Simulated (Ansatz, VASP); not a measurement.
**Sb: VASP beside Ansatz**

POSCAR

```
Sb
1.0
    2.1706020527      1.2531976795      3.8710910875
   -2.1706020527      1.2531976795      3.8710910875
    0.0000000000     -2.5063953589      3.8710910875
Sb
2
Direct
    0.2313018333      0.2313018333      0.2313018333
    0.7686981667      0.7686981667      0.7686981667
```

The input INCAR.step1:

```
SYSTEM = Sb
PREC     = Accurate       ! precision mode
ENCUT    = 520            ! plane-wave cutoff, eV
ISMEAR   = 1              ! smearing method
SIGMA    = 1.0            ! smearing width, eV
LREAL    = .False.        ! projectors in reciprocal space
LASPH    = .True.         ! aspherical terms in the spheres
NELM     = 60             ! most SCF steps
NBANDS   = 12             ! bands
GGA      = PE             ! functional
ALGO     = Normal         ! electronic algorithm
EDIFF    = 1E-4           ! SCF threshold, eV
LWAVE    = .True.         ! write WAVECAR
LCHARG   = .False.        ! write CHGCAR
```

The input INCAR.step2:

```
SYSTEM = Sb
PREC     = Accurate       ! precision mode
ENCUT    = 520            ! plane-wave cutoff, eV
EDIFF    = 1E-6           ! SCF threshold, eV
ISMEAR   = 1              ! smearing method
SIGMA    = 1.0            ! smearing width, eV
LREAL    = .False.        ! projectors in reciprocal space
LASPH    = .True.         ! aspherical terms in the spheres
NELM     = 60             ! most SCF steps
ALGO     = Normal         ! electronic algorithm
ISIF     = 2              ! what is computed and relaxed
LWAVE    = .False.        ! write WAVECAR
LCHARG   = .False.        ! write CHGCAR
METAGGA  = R2SCAN         ! meta-GGA
LMIXTAU  = .True.       
NBANDS   = 12             ! bands
ISTART   = 1
```

The input KPOINTS:

```
regular mesh
0
Gamma
  9 9 9
  0 0 0
```

Input for Ansatz:

```yaml
crystal:
  lattice:
    - [2.1706020527, 1.2531976795, 3.8710910875]
    - [-2.1706020527, 1.2531976795, 3.8710910875]
    - [0.0, -2.5063953589, 3.8710910875]
  atoms:
    - { symbol: Sb, position: [0.2313018333, 0.2313018333, 0.2313018333] }
    - { symbol: Sb, position: [0.7686981667, 0.7686981667, 0.7686981667] }
hamiltonian:
  xc: r2scan
  pseudopotentials:
    kind: paw
    azcp:
      Sb: "pseudopotentials/Sb.paw.azcp"
basis:
  ecutwfc: 500
  fft_grid_basis: typed
kpoints:
  mp_grid: { grid: [9, 9, 9], shift: [0, 0, 0] }
magnetization:
  spin_polarized: false
scf:
  occupations: { method: cold, width: 1.0 }
  lower_state_search: "off"
output:
  stress: true
```

Alike in both runs: task single point; functional r2SCAN; k mesh 9 × 9 × 9; no spin polarisation.

|  | VASP | Ansatz |
| --- | --- | --- |
| version | VASP 6.6.1 | Ansatz 0.2.0 |
| potentials or method | VASP PAW PBE potentials, release 64 (Sb), cutoff 520 eV | plane waves (500 eV) with PAW, scalar-relativistic |
| occupations | methfessel-paxton of order 1, width 1 eV | cold, width 1 eV |
| valence electrons in the cell | 10 | 30 |

Ansatz gave:

- pressure (GPa): -0.5
- traceless stress, the component that is largest in VASP (GPa): 0.72

Task: What did VASP give for the same quantities?

Result: Pressure (GPa): -0.1; traceless stress, the component that is largest in VASP (GPa): 0.16.

VASP's potentials were made for PBE, not for r2SCAN. VASP's potentials hold 10 valence electrons a cell and Ansatz's 30, so a difference there can come from the potentials and not from the codes.

Spin-orbit coupling is off throughout.
